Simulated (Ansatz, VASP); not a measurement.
# One calculation of BaTiO3, two programs

```
Ba Ti O
1.0
     2.81747    1.62667    2.41644
    -2.81747    1.62667    2.41644
     0.00000   -3.25333    2.41644
Ba Ti O
1 1 3
Direct
  0.00268 0.00268 0.00268
  0.51280 0.51280 0.51280
  0.49032 0.49032 0.98258
  0.49032 0.98258 0.49032
  0.98258 0.49032 0.49032
```

Change from the starting cell: strain -0.015 along x and y, +0.030 along z, atoms carried along.

Alike in both runs: task single point; functional PBE; k mesh 6 × 6 × 6; occupations gaussian, width 0.05 eV; no spin polarisation; Hubbard terms Ti d U = 4.0 eV.

|  | VASP | Ansatz |
| --- | --- | --- |
| version | VASP 6.6.1 | Ansatz 0.2.0 |
| potentials or method | VASP PAW PBE potentials, release 64 (Ba_sv, Ti_sv, O_h), cutoff 1340 eV | scalar-relativistic, plane waves, PAW |
| valence electrons in the cell | 40 | 40 |

Ansatz gave:

- gap on the k mesh at the Fermi level (eV): 2.61
- least direct gap on the mesh (eV): 2.92
- pressure (GPa): 0.5
- traceless stress, the component that is largest in VASP (GPa): -6.44
- rms of the force components (eV/Å): 0.054

What did VASP give for the same quantities?

gap on the k mesh at the Fermi level (eV): 2.58; least direct gap on the mesh (eV): 2.90; pressure (GPa): 3.8; traceless stress, the component that is largest in VASP (GPa): -6.88; rms of the force components (eV/Å): 0.216.

The programs project onto different local orbitals, so the same U acts differently, and such runs can settle in different states. Atom by atom the forces differ by 0.227 eV/Å (rms over components).

Spin-orbit coupling is off throughout.
